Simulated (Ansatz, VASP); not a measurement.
# One calculation of TlBr, two programs

```xyz
2
Lattice="3.7614 0.0000 0.0000 0.0000 3.7614 0.0000 0.0000 0.0000 3.7614" Properties=species:S:1:pos:R:3 pbc="T T T"
Tl    0.0000    0.0000    0.0000
Br    1.8807    1.8807    1.8807
```

Change from the starting cell: volume scaled by 0.8, LAPW.

Alike in both runs: task single point; functional PBE; k mesh 12 × 12 × 12; occupations fermi-dirac, width 0.08 eV; no spin polarisation.

```csv
,VASP,Ansatz
version,VASP 6.6.1,Ansatz 0.2.0
potentials or method,"VASP PAW PBE potentials, release 64 (Tl_d, Br), cutoff 500 eV","all-electron LAPW, scalar-relativistic"
```

|  | VASP | Ansatz | Ansatz less VASP |
| --- | --- | --- | --- |
| pressure (GPa) | 7.8 | 7.8 | +0.03 |

Ansatz ran all-electron here, and VASP with PAW potentials.

Spin-orbit coupling is off throughout.
